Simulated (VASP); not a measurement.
# SnO2: single point with LDA

SnO2:

```xyz
12
Lattice="4.4759 0.0000 0.0000 0.0000 5.2764 0.0000 0.0000 0.0000 4.9520" Properties=species:S:1:pos:R:3 pbc="T T T"
Sn    2.2380    3.5212    3.7140
Sn    0.0000    4.3935    1.2380
Sn    2.2380    1.7552    1.2380
Sn    0.0000    0.8830    3.7140
O     3.2716    3.1923    0.3847
O     1.0336    4.7223    4.5673
O     3.4423    4.7223    2.8607
O     1.2044    3.1923    2.0913
O     3.2716    2.0841    2.8607
O     1.0336    0.5541    2.0913
O     3.4423    0.5541    0.3847
O     1.2044    2.0841    4.5673
```

```json
{"Program": "VASP 6.6.1", "Task": "single point", "Functional": "LDA", "Potentials or basis": "VASP PAW LDA potentials, release 64 (Sn_d, O)", "Cutoff": "520 eV", "k mesh": "6 × 6 × 6", "Occupations": "gaussian, width 0.05 eV", "Spin": "no spin polarisation", "Dipole correction": "no", "Further INCAR settings": "ALGO = Normal; EDIFF = 1e-06; NBANDS = 64"}
```

```
Pressure               : 59.9 GPa
Largest force          : 0.794 eV/Å
Band gap on the k mesh : 3.65 eV
```

Forces on the atoms (eV/Å):
```
Sn   0.000  0.794  0.000
Sn   0.000 -0.794  0.000
Sn   0.000 -0.794  0.000
Sn   0.000  0.794  0.000
O    0.605 -0.300 -0.239
O    0.605  0.300  0.239
O   -0.605  0.300 -0.239
O   -0.605 -0.300  0.239
O    0.605  0.300 -0.239
O    0.605 -0.300  0.239
O   -0.605 -0.300 -0.239
O   -0.605  0.300  0.239
```

Stress tensor (GPa, compression positive):
```
56.94  0.00  0.00
 0.00 62.71  0.00
 0.00  0.00 60.20
```

Levels at points of the mesh, in eV from the valence-band top:
| k point | band 50 | band 51 | band 52 | band 53 | band 54 | band 55 |
| --- | --- | --- | --- | --- | --- | --- |
| (0.00, 0.00, 0.00) | -0.46 | -0.18 | 0.00 | 3.65 | 7.78 | 8.24 |
| (0.50, 0.00, 0.00) | -0.52 | -0.18 | -0.18 | 6.60 | 6.60 | 7.13 |
| (0.00, 0.50, 0.00) | -1.03 | -0.35 | -0.35 | 6.24 | 6.24 | 9.05 |
| (0.50, 0.50, 0.00) | -0.59 | -0.49 | -0.49 | 7.11 | 7.11 | 8.08 |
| (0.00, 0.00, 0.50) | -0.52 | -0.11 | -0.11 | 6.62 | 6.62 | 7.86 |
| (0.50, 0.00, 0.50) | -0.41 | -0.41 | -0.41 | 6.87 | 6.87 | 6.87 |
| (0.00, 0.50, 0.50) | -0.58 | -0.58 | -0.58 | 7.66 | 7.66 | 7.66 |
| (0.50, 0.50, 0.50) | -0.68 | -0.68 | -0.68 | 7.51 | 7.51 | 7.51 |

Wall time 6.8 min on 1 thread of AMD EPYC 7R43 64-Core Processor (Zen 3) (shared host), peak memory 0.38 GiB.

Caveat: the cell stands under pressure; spin-orbit coupling is left out, which moves the levels of the heavy elements. A k mesh can miss the band edges.
